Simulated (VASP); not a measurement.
Write the native input for VASP 6.6.1 that does the following.

```yaml
Task: relaxation of cell and atoms
Functional: PBE
Potentials_or_basis: VASP PAW PBE potentials, release 64 (Mo_sv, Ta_pv)
Cutoff: 600 eV
k_mesh: 2 × 2 × 2, shifted
Occupations: gaussian, width 0.1 eV
Spin: no spin polarisation
Dipole_correction: no
Further_INCAR_settings: LREAL = Auto; ALGO = Normal; EDIFF = 1e-06; ISYM = 0; IBRION = 2; EDIFFG = -0.04; NSW = 90; ISIF = 3
```

The structure of Ta7Mo9 lies in POSCAR:

```
Ta7Mo9
1.0
    6.4357620000      0.0753480000     -0.1865720000
    0.0753480000      6.5467160000      0.2328530000
   -0.1865720000      0.2328530000      6.2967750000
Mo Ta
9 7
Direct
    0.5214434711      0.7243955766      0.7463476105
    0.7763771403      0.4804015726      0.9844572911
    0.5114922473      0.7454866208      0.2299588227
    0.5241238203      0.2285320969      0.2184894953
    0.0188955675      0.7363976857      0.2414842783
    0.2585629490      0.9662719034      0.9788564560
    0.0221088596      0.2280980033      0.2348337772
    0.2737472046      0.4686692806      0.9938959023
    0.2696409263      0.9708840797      0.4918126695
    0.0484991332      0.2369360679      0.7227900692
    0.0217744932      0.7158865831      0.7422307926
    0.5278454970      0.2170958423      0.7299161615
    0.2605147296      0.4820797659      0.4680777081
    0.7620063701      0.4758392118      0.4739568894
    0.7525241600      0.9698133190      0.4870513150
    0.7689152654      0.9674109464      0.0022576669
```

The input as run:

INCAR

```
SYSTEM = Ta7Mo9
  PREC = Accurate
  ENCUT = 600
  EDIFF = 1E-6
  ISMEAR = 0
  SIGMA = 0.1
  LREAL = Auto
  LASPH = .True.
  NELM = 100
  ALGO = Normal
  ISIF = 3
  LWAVE = .False.
  LCHARG = .False.
  GGA = PE
  IBRION = 2
  NSW = 90
  EDIFFG = -0.04
  ISYM = 0
```

KPOINTS

```
Automatic mesh
0
Gamma
  2 2 2
  0.5 0.5 0.5
```

Potentials or basis: VASP PAW PBE potentials, release 64 (Mo_sv, Ta_pv).

Command:

```bash
$ cat potpaw_PBE.64/Mo_sv/POTCAR potpaw_PBE.64/Ta_pv/POTCAR > POTCAR
$ mpirun -np 1 vasp_std > vasp.out
```

Results of the run:

| Item | Value |
| --- | --- |
| Relaxed volume | 16.98 Å³/atom |
| Relaxed cell | a = 6.469 Å, b = 6.445 Å, c = 6.516 Å, α = 89.63°, β = 90.48°, γ = 90.82° |
| Space group after relaxing (to 0.1 Å) | P1 (No. 1) |
| Energy gained by relaxing | 88.6 meV/atom |
| Ionic steps | 18 |
| Pressure after relaxing | 0.1 GPa |
| Largest force after relaxing | 0.034 eV/Å |
| Band gap on the k mesh | zero (an odd number of electrons rules out a gap without spin polarisation) |

Caveat: the k points lie up to 0.49 Å⁻¹ apart in the final cell, too coarse for converged energies and pressures of a metal; spin-orbit coupling is left out, which moves the levels of the heavy elements.

Run time: 35 min on 1 thread of Intel(R) Xeon(R) 6975P-C (Granite Rapids) (shared host), peak memory 0.47 GiB.
